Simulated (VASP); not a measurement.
Wanted: the native input for a VASP 6.6.1 run.

```
Task                   : single point
Functional             : PBE
Potentials or basis    : VASP PAW PBE potentials, release 64 (C, W_sv)
Cutoff                 : 520 eV
k mesh                 : 4 × 4 × 2
Occupations            : gaussian, width 0.1 eV
Spin                   : no spin polarisation
Dipole correction      : no
Further INCAR settings : ALGO = Normal; EDIFF = 1e-06; NBANDS = 38
```

The structure of W3C4 (a cell with a defect) (Qusongite) lies in POSCAR:

```
W3C4
1.0
    5.8130000000      0.0000000000      0.0000000000
   -1.4532500000      2.5171030000      0.0000000000
    0.0000000000      0.0000000000      5.6732000000
C W
4 3
Direct
    0.3333333002      0.3333332009      0.2500000000
    0.3333333002      0.3333332009      0.7500000000
    0.8333333002      0.3333332009      0.2500000000
    0.8333333002      0.3333332009      0.7500000000
   -0.0009677318     -0.0009677792      0.3333637101
    0.5000000000      0.0000000000      0.0000000000
    0.5000000000      0.0000000000      0.5000000000
```

The input as run:

INCAR

```
PREC     = Accurate       # precision mode
ENCUT    = 520            # plane-wave cutoff, eV
EDIFF    = 1E-6           # SCF threshold, eV
ISMEAR   = 0              # smearing method
SIGMA    = 0.1            # smearing width, eV
LREAL    = False          # projectors in reciprocal space
LASPH    = True           # aspherical terms in the spheres
NELM     = 120            # most SCF steps
ALGO     = Normal         # electronic algorithm
ISIF     = 2              # what is computed and relaxed
LWAVE    = False          # write WAVECAR
LCHARG   = False          # write CHGCAR
GGA      = PE             # functional
NBANDS   = 38             # bands
GGA_COMPAT= False
```

KPOINTS

```
Automatic mesh
0
Gamma
  4 4 2
```

Potentials or basis: VASP PAW PBE potentials, release 64 (C, W_sv).

Run with:

```bash
$ cat potpaw_PBE.64/C/POTCAR potpaw_PBE.64/W_sv/POTCAR > POTCAR
$ mpirun -np 1 vasp_std > vasp.out
```

Results of the run:

```
Pressure               : 25.2 GPa
Largest force          : 11.118 eV/Å
Band gap on the k mesh : zero (band 29 reaches 9.02 eV, above the bottom of band 30 at 8.08 eV)
```

Caveat: the k points lie up to 0.62 Å⁻¹ apart; spin-orbit coupling is left out, which moves the levels of the heavy elements.

Run time: 26 s on 1 thread of Intel(R) Xeon(R) 6975P-C (Granite Rapids), on a shared host, peak memory 0.22 GiB.
